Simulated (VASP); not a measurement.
MgO: single point with PBE

The system is MgO.

```
CELL_PARAMETERS angstrom
3.11980 0.00000 0.00000
-1.55990 2.70183 0.00000
0.00000 0.00000 5.78348
ATOMIC_POSITIONS crystal
Mg 0.33333 0.66667 0.00632
Mg 0.66667 0.33333 0.50632
O 0.33333 0.66667 0.39828
O 0.66667 0.33333 0.89828
```

This cell differs from its parent crystal: c/a of the conventional cell at fixed volume 1.8538.

| Quantity | Value |
| --- | --- |
| Program | VASP 6.6.1 |
| Task | single point |
| Functional | PBE |
| Potentials or basis | VASP PAW PBE potentials, release 64 (Mg, O) |
| Cutoff | 520 eV |
| k mesh | 9 × 9 × 6 |
| Occupations | gaussian, width 0.05 eV |
| Spin | no spin polarisation |
| Dipole correction | no |
| Further INCAR settings | ALGO = Normal; EDIFF = 1e-07; NBANDS = 16 |

The pressure is 6.0 GPa and the largest force is 0.890 eV/Å. The band gap on the k mesh is 3.34 eV, direct.

Forces in eV/Å, atoms in the order of the input:
```
Mg   0.000  0.000  0.890
Mg   0.000  0.000  0.890
O    0.000  0.000 -0.890
O    0.000  0.000 -0.890
```

Stress tensor (GPa, compression positive):
```
 16.52   0.00   0.00
  0.00  16.52   0.00
  0.00   0.00 -15.12
```

Levels at points of the mesh, in eV from the valence-band top:
| k point | band 6 | band 7 | band 8 | band 9 | band 10 | band 11 |
| --- | --- | --- | --- | --- | --- | --- |
| (0.00, 0.00, 0.00) | -0.11 | 0.00 | 0.00 | 3.34 | 8.84 | 9.08 |
| (0.00, 0.00, 0.50) | -0.05 | -0.05 | -0.05 | 5.74 | 5.74 | 12.02 |

It took 79 s on 1 thread of AMD EPYC 7R13 (shared host), peak memory 0.16 GiB.

 A k mesh can miss the band edges.
